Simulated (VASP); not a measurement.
Crystal: GaCo.

```xyz
2
Lattice="2.8780 0.0000 0.0000 0.0000 2.8780 0.0000 0.0000 0.0000 2.8780" Properties=species:S:1:pos:R:3 pbc="T T T"
Ga    1.4390    1.4390    1.4390
Co    0.0000    0.0000    0.0000
```

Base run:

| Property | Result |
| --- | --- |
| Program | VASP 6.6.1 |
| Functional | PBE |
| Potentials or basis | VASP PAW PBE potentials, release 64 (Ga_d, Co) |
| Cutoff | 520 eV |
| k mesh | 8 × 8 × 8 |
| Occupations | fermi-dirac, width 0.05 eV |
| Spin | collinear spin, ferromagnetic start |
| Starting moments | [0.0, 1.0] μB |
| Fixed moment | 1 μB |

Its results: pressure 5.6 GPa; site moments Ga -0.01; Co +1.01 μB.

The run is repeated on the same cell with these changes: fixed moment from 1 μB to 0.5 μB; moments at the start from [0.0, 1.0] to [0.0, 0.5]. What comes out?

Pressure 2.5 GPa; site moments Ga -0.02; Co +0.54 μB.

Caveats: the total moment is fixed, so each spin has its own Fermi level; the cell stands under pressure (at least some runs).
